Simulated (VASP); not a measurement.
A run of VASP 6.6.1 is set up as follows.

File INCAR:

```
SYSTEM = Sb
  PREC = Accurate
  ENCUT = 520
  EDIFF = 1E-8
  ISMEAR = -1
  SIGMA = 0.03
  LREAL = .FALSE.
  LASPH = .TRUE.
  NELM = 80
  ALGO = Normal
  ISIF = 2
  LWAVE = .FALSE.
  LCHARG = .FALSE.
  LEFG = .TRUE.
  NBANDS = 12
```

KPOINTS

```
regular mesh
0
G
  12 12 12
  0 0 0
```

The input POSCAR:

```
Sb
1.0
    2.1290943287      1.2292331838      3.7440000000
   -2.1290943287      1.2292331838      3.7440000000
    0.0000000000     -2.4584663675      3.7440000000
Sb
2
Direct
    0.2336400000      0.2336400000      0.2336400000
    0.7663600000      0.7663600000      0.7663600000
```

Potentials or basis: VASP PAW LDA potentials, release 64 (Sb).

Command:

```bash
$ cat potpaw_LDA.64/Sb/POTCAR > POTCAR
$ mpirun -np 1 vasp_std > vasp.out
```

**Question.** What does it give for the largest force?

**Answer.** 0.233 eV/Å.

**Question.** Estimate the band gap on the k mesh.

**Answer.** Zero (bands 5 and 6 overlap by 0.33 eV).

**Question.** What does it give for the pressure?

**Answer.** 0.8 GPa.

Stress tensor (GPa, compression positive):
```
 1.16  0.00  0.00
 0.00  1.16  0.00
 0.00  0.00 -0.04
```

Caveat: the cell differs from its parent crystal (equal xx and yy strain of -1 %); without QUAD_EFG the Cq values of the log hold for a quadrupole moment of 1 mb, not for the nuclei; spin-orbit coupling is left out, which moves the levels of the heavy elements.
